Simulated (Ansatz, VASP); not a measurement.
Tl: VASP beside Ansatz

```
CELL_PARAMETERS angstrom
3.41721 0.00000 0.00000
-1.70860 2.95939 0.00000
0.00000 0.00000 6.12629
ATOMIC_POSITIONS crystal
Tl 0.00000 0.00000 0.25909
Tl 0.00000 0.00000 0.74091
```

Alike in both runs: task single point; functional PBE; k mesh 6 × 6 × 4; occupations gaussian, width 0.1 eV; no spin polarisation.

```csv
,VASP,Ansatz
version,VASP 6.6.1,Ansatz 0.2.0
potentials or method,"VASP PAW PBE potentials, release 64 (Tl_d), cutoff 520 eV","scalar-relativistic, plane waves, PAW"
valence electrons in the cell,26,26
```

|  | VASP | Ansatz | Ansatz less VASP |
| --- | --- | --- | --- |
| gap on the k mesh at the Fermi level (eV) | none | none | - |
| pressure (GPa) | 2.0 | 2.1 | +0.05 |
| traceless stress, the component that is largest in VASP (GPa) | 1.65 | 1.65 | +0.004 |
| rms of the force components (eV/Å) | 0.305 | 0.304 | -0.0009 |

Atom by atom the forces differ by 0.001 eV/Å (rms over components). A gap of «none» marks a metal or a gap that the smearing closes.

Spin-orbit coupling is off throughout.
